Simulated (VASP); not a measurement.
Re:

```
Re
1.0
     4.36469    0.00000    0.00000
    -2.18234    3.77993    0.00000
     0.00000    0.00000    2.67555
Re
3
Direct
  0.00000 0.00000 0.00000
  0.33333 0.66667 0.50000
  0.66667 0.33333 0.50000
```

This isn't the form of Re at room conditions, which is hcp.

```yaml
Program: VASP 6.6.1
Task: relaxation of cell and atoms
Functional: revPBE
Potentials_or_basis: VASP PAW PBE potentials, release 64 (Re)
Cutoff: 600 eV
k_mesh: 8 × 8 × 12
Occupations: fermi-dirac, width 0.1 eV
Spin: no spin polarisation
```

At the start: pressure 14.0 GPa; volume 14.71 Å³/atom.

Problem. How do energy, volume and symmetry change on relaxing?

Solution. Over 6 steps the energy falls by 31.4 meV/atom and the volume is 15.29 Å³/atom (+3.9 %); space group P6/mmm (No. 191, to 0.1 Å) before and after.

Step by step:
| step | energy change (eV) | largest force (eV/Å) | pressure (GPa) | volume (Å³) |
| --- | --- | --- | --- | --- |
| 1 | 0.0000 | 0.0000 | 13.97 | 44.14 |
| 2 | 0.7786 | 0.0000 | -34.86 | 52.82 |
| 3 | -0.0854 | 0.0000 | -1.94 | 46.08 |
| 4 | -0.0858 | 0.0000 | -1.15 | 45.97 |
| 5 | -0.0856 | 0.0000 | 1.34 | 45.74 |
| 6 | -0.0942 | 0.0000 | -0.01 | 45.86 |

Final structure:
```yaml
crystal:
  lattice:
    - [4.38607, 0.00000, 0.00000]
    - [-2.19303, 3.79845, 0.00000]
    - [0.00000, 0.00000, 2.75251]
  atoms:
    - { symbol: Re, position: [0.00000, 0.00000, 0.00000] }
    - { symbol: Re, position: [0.33333, 0.66667, 0.50000] }
    - { symbol: Re, position: [0.66667, 0.33333, 0.50000] }
```

Caveat: the highest band is partly filled, so the run has too few bands; the PAW data sets were made with another functional, which shifts forces and pressure a little.
